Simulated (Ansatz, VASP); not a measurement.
**Two plane-wave programs on BP**

Contents of INCAR:

```
ALGO     = Normal         # electronic algorithm
EDIFF    = 1E-6           # SCF threshold, eV
ENCUT    = 500            # plane-wave cutoff, eV
GGA      = CA             # functional
GGA_COMPAT= F            
ISIF     = 2              # what is computed and relaxed
ISMEAR   = 0              # smearing method
LASPH    = T              # aspherical terms in the spheres
LCHARG   = F              # write CHGCAR
LREAL    = F              # projectors in reciprocal space
LWAVE    = F              # write WAVECAR
NBANDS   = 11             # bands
NELM     = 120            # most SCF steps
PREC     = Accurate       # precision mode
SIGMA    = 0.02           # smearing width, eV
```

Contents of KPOINTS:

```
k-points
0
Gamma
  10 10 10
```

Contents of POSCAR:

```
BP
1.0
    0.0000000000      2.2453790265      2.2453790265
    2.2453790265      0.0000000000      2.2453790265
    2.2453790265      2.2453790265      0.0000000000
B P
1 1
Direct
    0.0000000000      0.0000000000      0.0000000000
    0.2500000000      0.2500000000      0.2500000000
```

Input for Ansatz:

```yaml
crystal:
  lattice:
    - [0.0, 2.2453790265, 2.2453790265]
    - [2.2453790265, 0.0, 2.2453790265]
    - [2.2453790265, 2.2453790265, 0.0]
  atoms:
    - { symbol: B, position: [0.0, 0.0, 0.0] }
    - { symbol: P, position: [0.25, 0.25, 0.25] }
basis:
  ecutwfc: 420
kpoints:
  mp_grid: { grid: [10, 10, 10] }
  band_path:
    path:
      - [[0.0, 0.0, 0.0], [-0.5, -0.5, 0.0], [-0.375, -0.375, 0.25]]
      - [[-0.375, 0.0, 0.375], [0.0, 0.0, 0.0], [0.0, 0.0, 0.5], [-0.5, -0.25, 0.25], [-0.5, -0.5, 0.0]]
    npoints: 10
hamiltonian:
  xc: lda
  pseudopotentials: { kind: paw, azcp: { folder: soft_1 } }
scf:
  occupations: { method: gaussian, width: 0.02 }
  n_extra_bands: 7
output:
  forces: true
  stress: true
  eigenvalues: true
  write_density: true
  write_potential: true
  elf: true
  volumetric_format: npy
```

Alike in both runs: task single point; functional LDA; k mesh 10 × 10 × 10; occupations gaussian, width 0.02 eV; no spin polarisation.

|  | VASP | Ansatz |
| --- | --- | --- |
| version | VASP 6.6.1 | Ansatz 0.2.0 |
| potentials or method | VASP PAW LDA potentials, release 64 (B, P), cutoff 500 eV | scalar-relativistic, plane waves, PAW |
| valence electrons in the cell | 8 | 8 |

```csv
,VASP,Ansatz,Ansatz less VASP
gap on the k mesh at the Fermi level (eV),1.15,1.15,-0.001
least direct gap on the mesh (eV),3.43,3.43,-0.003
pressure (GPa),-0.1,0.0,+0.12
```

Ansatz warns that its potentials were made for another functional, while VASP's fit it. LDA's correlation is that of Perdew and Zunger in VASP and of Perdew and Wang (1992) in Ansatz.
